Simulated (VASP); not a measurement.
# Lu3Si (Pm-3m) in VASP: single point with PBEsol

Aim: the single point of Lu3Si with PBEsol.

Program: VASP 6.6.1. These are calculated values, not measurements. Logs are shortened: lines on timing, memory, paths and dates and some standing lists are left out, and cuts for length are marked.

**1. The cell of the first run**

It takes space group Pm-3m (No. 221, cubic). The conventional cell has a = 4.541 Å, b = 4.541 Å, c = 4.541 Å, α = 90.00°, β = 90.00°, γ = 90.00°. Within 4.2 Å of Lu (site symmetry 4/mmm) lie 8 Lu at 3.21 Å and 4 Si at 3.21 Å. Within 4.2 Å of Si (site symmetry m-3m) lie 12 Lu at 3.21 Å.

**2. Single point, PBEsol**

The input, INCAR:

```
PREC     = Accurate       # precision mode
ENCUT    = 520            # plane-wave cutoff, eV
EDIFF    = 1E-6           # SCF threshold, eV
ISMEAR   = 0              # smearing method
SIGMA    = 0.05           # smearing width, eV
LREAL    = False          # projectors in reciprocal space
LASPH    = True           # aspherical terms in the spheres
NELM     = 80             # most SCF steps
ALGO     = Normal         # electronic algorithm
ISIF     = 2              # what is computed and relaxed
LWAVE    = False          # write WAVECAR
LCHARG   = True           # write CHGCAR
GGA      = PS             # functional
LELF     = True           # ELF
LVHAR    = True         
NBANDS   = 48             # bands
```

The input, KPOINTS:

```
Automatic mesh
0
Gamma
  7 7 7
```

The input, POSCAR:

```
Lu3Si
1.0
    4.5414190000      0.0000000000      0.0000000000
    0.0000000000      4.5414190000      0.0000000000
    0.0000000000      0.0000000000      4.5414190000
Lu Si
3 1
Direct
    0.0000000000      0.5000000000      0.5000000000
    0.5000000000      0.0000000000      0.5000000000
    0.5000000000      0.5000000000      0.0000000000
    0.0000000000      0.0000000000      0.0000000000
```

Potentials or basis: VASP PAW PBE potentials, release 64 (Lu, Si).

Command:

```
$ cat potpaw_PBE.64/Lu/POTCAR potpaw_PBE.64/Si/POTCAR > POTCAR
$ mpirun -np 1 vasp_std > vasp.out
```

OUTCAR:

```text
PREC = Accurate
   ENCUT = 520
   EDIFF = 1E-6
   ISMEAR = 0
   LREAL = False
   LASPH = True
   NELM = 80
   ISIF = 2
   GGA = PS

 ion  position               nearest neighbor table
   1  0.000  0.500  0.500-   2 3.21   3 3.21   4 3.21   3 3.21   4 3.21   2 3.21   4 3.21   4 3.21
                             2 3.21   3 3.21   3 3.21   2 3.21
   2  0.500  0.000  0.500-   1 3.21   3 3.21   4 3.21   3 3.21   4 3.21   1 3.21   3 3.21   3 3.21
                             1 3.21   4 3.21   4 3.21   1 3.21
   3  0.500  0.500  0.000-   1 3.21   2 3.21   4 3.21   1 3.21   2 3.21   2 3.21   4 3.21   2 3.21
                             1 3.21   4 3.21   1 3.21   4 3.21
   4  0.000  0.000  0.000-   1 3.21   2 3.21   3 3.21   1 3.21   2 3.21   1 3.21   3 3.21   1 3.21
                             2 3.21   3 3.21   2 3.21   3 3.21

  LATTYP: Found a simple cubic cell.
 ALAT       =     4.5414190000

  Lattice vectors:

 A1 = (   4.5414190000,   0.0000000000,   0.0000000000)
 A2 = (   0.0000000000,   4.5414190000,   0.0000000000)
 A3 = (   0.0000000000,   0.0000000000,   4.5414190000)

Analysis of symmetry for initial positions (statically):
=====================================================================
 Subroutine PRICEL returns:
 Original cell was already a primitive cell.

 Routine SETGRP: Setting up the symmetry group for a
 simple cubic supercell.

 Subroutine GETGRP returns: Found 48 space group operations
 (whereof 48 operations were pure point group operations)
 out of a pool of 48 trial point group operations.

The static configuration has the point symmetry O_h .

Analysis of symmetry for dynamics (positions and initial velocities):
=====================================================================
 Subroutine PRICEL returns:
 Original cell was already a primitive cell.

 Routine SETGRP: Setting up the symmetry group for a
 simple cubic supercell.

 Subroutine GETGRP returns: Found 48 space group operations
 (whereof 48 operations were pure point group operations)
 out of a pool of 48 trial point group operations.

The dynamic configuration has the point symmetry O_h .

 Subroutine INISYM returns: Found 48 space group operations
 (whereof 48 operations are pure point group operations),
 and found     1 'primitive' translations

----------------------------------------------------------------------------------------

                                     Primitive cell

  volume of cell :      93.6644

  direct lattice vectors                    reciprocal lattice vectors
     4.541419000  0.000000000  0.000000000     0.220195494  0.000000000  0.000000000
     0.000000000  4.541419000  0.000000000     0.000000000  0.220195494  0.000000000
     0.000000000  0.000000000  4.541419000     0.000000000  0.000000000  0.220195494

  length of vectors
     4.541419000  4.541419000  4.541419000     0.220195494  0.220195494  0.220195494

  position of ions in fractional coordinates (direct lattice)
     0.000000000  0.500000000  0.500000000
     0.500000000  0.000000000  0.500000000
     0.500000000  0.500000000  0.000000000
     0.000000000  0.000000000  0.000000000

  ion indices of the primitive-cell ions
   primitive index   ion index
                 1           1
                 2           2
                 3           3
                 4           4

----------------------------------------------------------------------------------------

 KPOINTS: Automatic mesh

Automatic generation of k-mesh.
 Grid dimensions read from file:
 generate k-points for:    7    7    7

 Generating k-lattice:

  Cartesian coordinates                     Fractional coordinates (reciprocal lattice)
     0.031456499  0.000000000  0.000000000     0.142857143  0.000000000  0.000000000
     0.000000000  0.031456499  0.000000000     0.000000000  0.142857143  0.000000000
     0.000000000  0.000000000  0.031456499     0.000000000  0.000000000  0.142857143

  Length of vectors
     0.031456499  0.031456499  0.031456499

  Shift w.r.t. Gamma in fractional coordinates (k-lattice)
     0.000000000  0.000000000  0.000000000

 Subroutine IBZKPT returns following result:
 ===========================================

 Found     20 irreducible k-points:

 Following reciprocal coordinates:
            Coordinates               Weight
  0.000000  0.000000  0.000000      1.000000
  0.142857  0.000000  0.000000      6.000000
  0.285714  0.000000  0.000000      6.000000
  0.428571  0.000000  0.000000      6.000000
  0.142857  0.142857  0.000000     12.000000
  0.285714  0.142857  0.000000     24.000000
[... 12 lines left out ...]
  0.428571  0.428571  0.285714     24.000000
  0.428571  0.428571  0.428571      8.000000
   k-points           NKPTS =     20   k-points in BZ     NKDIM =     20   number of bands    NBANDS=     48
   number of dos      NEDOS =    301   number of ions     NIONS =      4
   total plane-waves  NPLWV =  46656
   dimension x,y,z NGX =    36 NGY =   36 NGZ =   36
   dimension x,y,z NGXF=    72 NGYF=   72 NGZF=   72
   ions per type =               3   1
   NGX,Y,Z   is equivalent  to a cutoff of  13.18, 13.18, 13.18 a.u.
   NGXF,Y,Z  is equivalent  to a cutoff of  26.36, 26.36, 26.36 a.u.
 SYSTEM =  unknown system
   PREC   = accura    normal or accurate (medium, high low for compatibility)
   ISTART =      0    job   : 0-new  1-cont  2-samecut
   ICHARG =      2    charge: 1-file 2-atom 10-const
   ISPIN  =      1    spin polarized calculation?
   LNONCOLLINEAR =      F non collinear calculations
   LSORBIT =      F    spin-orbit coupling
   LASPH  =      T    aspherical Exc in radial PAW
   ENCUT  =  520.0 eV  38.22 Ry    6.18 a.u.   8.44  8.44  8.44*2*pi/ulx,y,z
   NELM   =     80;   NELMIN=  2; NELMDL= -5     # of ELM steps
   EDIFF  = 0.1E-05   stopping-criterion for ELM
   LREAL  =      F    real-space projection
   EDIFFG = 0.1E-04   stopping-criterion for IOM
   NSW    =      0    number of steps for IOM
   IBRION =     -1    ionic relax: 0-MD 1-quasi-New 2-CG
   NFREE  =      0    steps in history (QN), initial steepest desc. (CG)
   ISIF   =      2    stress and relaxation
   ISYM   =      2    0-nonsym 1-usesym 2-fastsym
   POTIM  = 0.5000    time-step for ionic-motion
   TEBEG  =    0.0;   TEEND  =   0.0 temperature during run
   PSTRESS=    0.0 pullay stress
   NELECT =      79.0000    total number of electrons
   NUPDOWN=      -1.0000    fix difference up-down
   EMIN   =  10.00;   EMAX   =-10.00  energy-range for DOS
   EFERMI =   0.00;   METHOD = LEGACY
   ISMEAR =     0;   SIGMA  =   0.05  broadening in eV -4-tet -1-fermi 0-gaus
   EFERMI_NEDOS =   21; number of points for ismear=-14 and -15
   IALGO  =     38    algorithm
   IMIX   =      4    mixing-type and parameters
     AMIX     =   0.40;   BMIX     =  1.00
     AMIX_MAG =   1.60;   BMIX_MAG =  1.00
  volume/ion in A,a.u.               =      23.42       158.02
  Fermi-wavevector in a.u.,A,eV,Ry     =   1.546770  2.922971 32.551886  2.392496
  Thomas-Fermi vector in A             =   2.651958
   LORBIT       =      0    0 simple, 1 ext, 2 COOP (PROOUT), +10 PAW based schemes
   GGA     = PS    functional components
   LHFCALC =     F    Hartree Fock is set to
   AEXX    =    0.0000 exact exchange contribution
   IVDW    =     0    specifies the selected vdW correction
   LEPSILON=     F    determine dielectric tensor
   LRPA    =     F    only Hartree local field effects (RPA)
 non-spin polarized calculation
 Gauss-broadening in eV      SIGMA  =   0.05
  energy-cutoff  :      520.00
  volume of cell :       93.66
 maximum number of plane-waves:      2533
 NGX is ok and might be reduce to    36
   NGX = 17   NGY = 17   NGZ = 17

 number of electron      79.0000036 magnetization

 Free energy of the ion-electron system (eV)
  ---------------------------------------------------
  ext. energy  EPLUGINS =         0.00000000
  ---------------------------------------------------
  free energy    TOTEN  =       -21.70997373 eV

  energy without entropy =      -21.70154847  energy(sigma->0) =      -21.70576110

 E-fermi :   3.6928     XC(G=0): -11.2742

 val. band max:        3.6890383836   @ k =   0.4286   0.1429   0.1429
 cond. band min:       3.7056395314   @ k =   0.4286   0.1429   0.0000
 fundamental gap:      0.0166011478
 Fermi energy:         3.6928365674

 k-point     1 :       0.0000    0.0000    0.0000
  band No.  band energies     occupation
      1     -52.5131      2.00000
      2     -52.4346      2.00000
      3     -52.4346      2.00000
      4     -23.5070      2.00000
      5     -23.5070      2.00000
      6     -23.5070      2.00000
[... 40 lines left out ...]
     47       7.1731      0.00000
     48       9.6251      0.00000

 k-point     2 :       0.1429    0.0000    0.0000
  band No.  band energies     occupation
      1     -52.5096      2.00000
      2     -52.4380      2.00000
      3     -52.4346      2.00000
      4     -23.4886      2.00000
      5     -23.4886      2.00000
      6     -23.4793      2.00000
[... 40 lines left out ...]
     47       7.3976      0.00000
     48       8.9070      0.00000

 k-point     3 :       0.2857    0.0000    0.0000
  band No.  band energies     occupation
      1     -52.5003      2.00000
      2     -52.4473      2.00000
      3     -52.4345      2.00000
      4     -23.4409      2.00000
      5     -23.4409      2.00000
      6     -23.3997      2.00000
[... 40 lines left out ...]
     47       7.5974      0.00000
     48       7.8460      0.00000

 k-point     4 :       0.4286    0.0000    0.0000
  band No.  band energies     occupation
      1     -52.4893      2.00000
      2     -52.4584      2.00000
      3     -52.4345      2.00000
      4     -23.3914      2.00000
      5     -23.3914      2.00000
      6     -23.2819      2.00000
[... 754 lines left out ...]
     47       7.3143      0.00000
     48       7.6978      0.00000

 k-point    19 :       0.4286    0.4286    0.2857
  band No.  band energies     occupation
      1     -52.4663      2.00000
      2     -52.4592      2.00000
      3     -52.4559      2.00000
      4     -23.6412      2.00000
      5     -23.4405      2.00000
      6     -23.3838      2.00000
[... 40 lines left out ...]
     47       7.0475      0.00000
     48       7.6045      0.00000

 k-point    20 :       0.4286    0.4286    0.4286
  band No.  band energies     occupation
      1     -52.4630      2.00000
      2     -52.4591      2.00000
      3     -52.4591      2.00000
      4     -23.7056      2.00000
      5     -23.4415      2.00000
      6     -23.4376      2.00000
[... 40 lines left out ...]
     47       6.8262      0.00000
     48       7.3437      0.00000

------------------------ aborting loop because EDIFF is reached ----------------------------------------

  FORCE on cell =-STRESS in cart. coord.  units (eV):
  Direction    XX          YY          ZZ          XY          YZ          ZX
  --------------------------------------------------------------------------------------
  -------------------------------------------------------------------------------------
  Total       -2.2421245     -2.2421245     -2.2421245      0.0000000     -0.0000000      0.0000000
  in kB      -38.3526680    -38.3526680    -38.3526680      0.0000000     -0.0000000      0.0000000
  external PRESSURE =     -38.3526680 kB  Pullay stress =       0.0000000 kB

 VOLUME and BASIS-vectors are now :
 -----------------------------------------------------------------------------
  energy-cutoff  :      520.00
  volume of cell :       93.66
      direct lattice vectors                 reciprocal lattice vectors
     4.541419000  0.000000000  0.000000000     0.220195494  0.000000000  0.000000000
     0.000000000  4.541419000  0.000000000     0.000000000  0.220195494  0.000000000
     0.000000000  0.000000000  4.541419000     0.000000000  0.000000000  0.220195494

 POSITION                                       TOTAL-FORCE (eV/Angst)
 -----------------------------------------------------------------------------------
      0.00000      2.27071      2.27071         0.000000      0.000000      0.000000
      2.27071      0.00000      2.27071         0.000000      0.000000      0.000000
      2.27071      2.27071      0.00000         0.000000      0.000000      0.000000
      0.00000      0.00000      0.00000         0.000000      0.000000      0.000000
 -----------------------------------------------------------------------------------
    total drift:                                0.000000      0.000000      0.000000

  FREE ENERGIE OF THE ION-ELECTRON SYSTEM (eV)
  ---------------------------------------------------
  free  energy   TOTEN  =       -21.7099737331 eV

  energy  without entropy=      -21.7015484726  energy(sigma->0) =      -21.70576110
```

It took 2.4 min on 1 thread of AMD EPYC 7R43 (Zen 3), shared host; peak memory 0.2 GiB.

What came out:

- Free energy: -21.7100 eV
- Pressure: -3.8 GPa

Levels at points of the mesh, in eV from the Fermi level:
```csv
k point,band 38,band 39,band 40,band 41,band 42,band 43
"(0.00, 0.00, 0.00)",-0.75,-0.75,-0.75,-0.57,-0.57,-0.57
```

Caveat: the PAW data sets were made with another functional, which shifts forces and pressure a little; spin-orbit coupling is left out, which moves the levels of the heavy elements.
